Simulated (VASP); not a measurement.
A run of VASP 6.6.1 is set up as follows.

File INCAR:

```
SYSTEM = KZnF3
ALGO     = Normal         ! electronic algorithm
EDIFF    = 1E-7           ! SCF threshold, eV
ENCUT    = 520            ! plane-wave cutoff, eV
GGA      = PE             ! functional
ISIF     = 2              ! what is computed and relaxed
ISMEAR   = 0              ! smearing method
LASPH    = .True.         ! aspherical terms in the spheres
LCHARG   = .False.        ! write CHGCAR
LREAL    = .False.        ! projectors in reciprocal space
LWAVE    = .False.        ! write WAVECAR
NBANDS   = 53             ! bands
NELM     = 80             ! most SCF steps
PREC     = Accurate       ! precision mode
SIGMA    = 0.1            ! smearing width, eV
```

File KPOINTS:

```
k-points
0
Gamma
  4 4 2
  0 0 0
```

POSCAR

```
KZnF3
1.0
    0.0000000000      4.1273411201      0.0000000000
    0.0000000000      0.0000000000      4.1273411201
    8.2546822402      0.0000000000      0.0000000000
K Zn F
2 2 6
Direct
    0.0000000000      0.0000000000      0.0000000000
    0.0000000000      0.0000000000      0.5000000000
    0.5000000000      0.5000000000      0.2500000000
    0.5000000000      0.5000000000      0.7500000000
    0.5000000000      0.5000000000      0.0000000000
    0.5000000000      0.5000000000      0.5000000000
    0.0000000000      0.5000000000      0.2500000000
    0.0000000000      0.5000000000      0.7500000000
    0.5000000000      0.0000000000      0.2500000000
    0.5000000000      0.0000000000      0.7500000000
```

Potentials or basis: VASP PAW PBE potentials, release 64 (K_sv, Zn, F).

The run is started by

```bash
$ cat potpaw_PBE.64/K_sv/POTCAR potpaw_PBE.64/Zn/POTCAR potpaw_PBE.64/F/POTCAR > POTCAR
$ mpirun -np 1 vasp_std > vasp.out
```

(1) What does it give for the pressure?

(2) What does it give for the band gap on the k mesh?

Answers

(1) 0.2 GPa.

(2) 3.65 eV.
